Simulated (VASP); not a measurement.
Runs of VASP 6.6.1 on BN. The structure is that of space group F-43m (No. 216), or close to it. The cells are those of the table. 

```csv
level,cell,smearing,gap on the mesh (eV),pressure (GPa),largest force (eV/Å)
r2SCAN,"a = 2.552, b = 2.552, c = 2.564 Å, angles 59.9, 59.9, 59.7°, 2 atoms",gaussian 0.01 eV,(a),1.2,(d)
r2SCAN,"a = 2.529 Å, angles 60.6°, 2 atoms",gaussian 0.01 eV,4.94,6.7,-
r2SCAN,"a = 2.565, b = 2.565, c = 2.552 Å, angles 60.2, 60.2, 59.7°, 2 atoms",gaussian 0.01 eV,(b),-2.6,-
PBE,"a = 2.565, b = 2.565, c = 2.552 Å, angles 60.2, 60.2, 59.7°, 2 atoms",fermi-dirac 0.02 eV,4.37,1.3,-
PBE,"a = 2.529 Å, angles 60.6°, 2 atoms",fermi-dirac 0.02 eV,(c),10.6,0.02
PBE,"a = 2.552, b = 2.552, c = 2.564 Å, angles 59.9, 59.9, 59.7°, 2 atoms",fermi-dirac 0.02 eV,4.44,5.1,0.02
```

Alike in all rows: task single point; potentials or basis VASP PAW PBE potentials, release 64 (B, N); no spin polarisation; k mesh 12 × 12 × 12; cutoff (eV) 520.

Fill in the values left out.

(a) 4.96; (b) 4.88; (c) 4.43; (d) 0.01.

Caveats: the PAW data sets were made with another functional, which shifts forces and pressure a little (some runs).

A k mesh can miss the band edges.
